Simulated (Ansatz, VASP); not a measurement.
Ca in VASP and in Ansatz

```
Ca
1.0
     1.99722   -3.44017    0.00000
     1.99722    3.44017    0.00000
     0.00000    0.00000    6.59477
Ca
2
Direct
  0.83559 0.16441 0.25000
  0.16441 0.83559 0.75000
```

Change from the starting cell: volume scaled by 1.04, PAW files.

Alike in both runs: task electric field gradients; functional PBEsol; k mesh 11 × 11 × 6; occupations fermi-dirac, width 0.05 eV; no spin polarisation.

|  | VASP | Ansatz |
| --- | --- | --- |
| version | VASP 6.6.1 | Ansatz 0.2.0 |
| potentials or method | VASP PAW PBE potentials, release 64 (Ca_sv) | PAW with Ansatz's default frozen-core files, scalar-relativistic |
| plane-wave cutoff (eV) | 520 | 420 |
| valence electrons in the cell | 20 | 20 |

Ansatz gave:

| Quantity | Value |
| --- | --- |
| pressure (GPa) | -1.6 |
| traceless stress, the component that is largest in VASP (GPa) | 0.17 |
| rms of the force components (eV/Å) | 0.009 |
| size of Vzz on the site where it differs most (V/Å²) | 3.8 |

Problem. What did VASP give for the same quantities?

Solution. Pressure (GPa): -1.6; traceless stress, the component that is largest in VASP (GPa): 0.17; rms of the force components (eV/Å): 0.009; size of Vzz on the site where it differs most (V/Å²): 3.9.

VASP's potentials were made for PBE, not for PBEsol. Atom by atom the forces differ by 0.000 eV/Å (rms over components). The functional is the same, so the differences come from potentials, cutoffs and numerics.
